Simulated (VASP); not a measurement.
Here is a VASP 6.6.1 calculation.

Contents of INCAR:

```
ALGO = Normal ; EDIFF = 1E-6
ENCUT = 520 ; GGA = PE
ISIF = 2 ; ISMEAR = 0
LASPH = T ; LCHARG = F
LREAL = F ; LWAVE = F
NBANDS = 21 ; NELM = 100
PREC = Accurate ; SIGMA = 0.1
```

The input KPOINTS:

```
k-points
0
Gamma
  4 4 4
```

POSCAR

```
BeSeS3
1.0
    4.8701360300      0.0000000000      0.0000000000
    0.0000000000      4.8701360300      0.0000000000
    0.0000000000      0.0000000000      4.8701360300
Be Se S
1 1 3
Direct
    0.0000000000      0.0000000000      0.0000000000
    0.5000000000      0.5000000000      0.5000000000
    0.0000000000      0.5000000000      0.5000000000
    0.5000000000      0.0000000000      0.5000000000
    0.5000000000      0.5000000000      0.0000000000
```

Potentials or basis: VASP PAW PBE potentials, release 64 (Be, Se, S).

Run with:

```bash
$ cat potpaw_PBE.64/Be/POTCAR potpaw_PBE.64/Se/POTCAR potpaw_PBE.64/S/POTCAR > POTCAR
$ mpirun -np 1 vasp_std > vasp.out
```

Task: What does it give for the band gap on the k mesh?

Result: Zero (band 13 reaches 2.66 eV, above the bottom of band 14 at 1.80 eV).

Task: Predict the pressure.

Result: -3.1 GPa.
